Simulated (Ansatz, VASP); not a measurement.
**Ga in VASP and in Ansatz**

```xyz
2
Lattice="0.0000 3.0226 3.0226 3.0226 0.0000 3.0226 3.0226 3.0226 0.0000" Properties=species:S:1:pos:R:3 pbc="T T T"
Ga    0.7556    0.7556    0.7556
Ga    5.2895    5.2895    5.2895
```

Alike in both runs: functional BLYP; k mesh 9 × 9 × 9; occupations fermi-dirac, width 0.1 eV; no spin polarisation.

Ansatz relaxed the structure, and its values are those at the end. VASP's run is a single point on that final structure, the one shown.

|  | VASP | Ansatz |
| --- | --- | --- |
| version | VASP 6.6.1 | Ansatz 0.2.0 |
| potentials or method | VASP PAW PBE potentials, release 64 (Ga_d), cutoff 520 eV | plane waves (420 eV) with PAW, scalar-relativistic |
| valence electrons in the cell | 26 | 26 |

```csv
,VASP,Ansatz,Ansatz less VASP
pressure (GPa),0.1,0.0,-0.04
```

VASP's potentials were made for PBE, not for BLYP. The functional is the same, so the differences come from potentials, cutoffs and numerics.
